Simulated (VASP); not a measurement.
A run of VASP 6.6.1:

The input INCAR:

```
SYSTEM = MnHg
PREC     = Accurate       ! precision mode
ENCUT    = 520            ! plane-wave cutoff, eV
EDIFF    = 1E-6           ! SCF threshold, eV
ISMEAR   = 0              ! smearing method
SIGMA    = 0.1            ! smearing width, eV
LREAL    = .FALSE.        ! projectors in reciprocal space
LASPH    = .TRUE.         ! aspherical terms in the spheres
NELM     = 150            ! most SCF steps
ALGO     = Normal         ! electronic algorithm
ISIF     = 2              ! what is computed and relaxed
LWAVE    = .FALSE.        ! write WAVECAR
LCHARG   = .FALSE.        ! write CHGCAR
ISPIN    = 2              ! spin polarisation
MAGMOM   = 4.23 0         ! initial moments
LORBIT   = 11             ! projections on sites
LMAXMIX  = 4              ! l up to which the mixer works
GGA      = PS             ! functional
NBANDS   = 24             ! bands
```

File KPOINTS:

```
Automatic mesh
0
G
  12 12 12
  0 0 0
```

Contents of POSCAR:

```
MnHg
1.0
    3.3150000000      0.0000000000      0.0000000000
    0.0000000000      3.3150000000      0.0000000000
    0.0000000000      0.0000000000      3.3150000000
Mn Hg
1 1
Direct
    0.5000000000      0.5000000000      0.5000000000
    0.0000000000      0.0000000000      0.0000000000
```

Potentials or basis: VASP PAW PBE potentials, release 64 (Mn_pv, Hg).

Command:

```console
$ cat potpaw_PBE.64/Mn_pv/POTCAR potpaw_PBE.64/Hg/POTCAR > POTCAR
$ mpirun -np 1 vasp_std > vasp.out
```

Hardware: 1 thread of Intel Xeon 8259CL, with other jobs on the host.

Q: Estimate the wall time of this run.

A: Wall time 2.8 min on 1 thread of Intel Xeon 8259CL, with other jobs on the host, peak memory 0.25 GiB. Counts: scf iterations 14, k points 84.
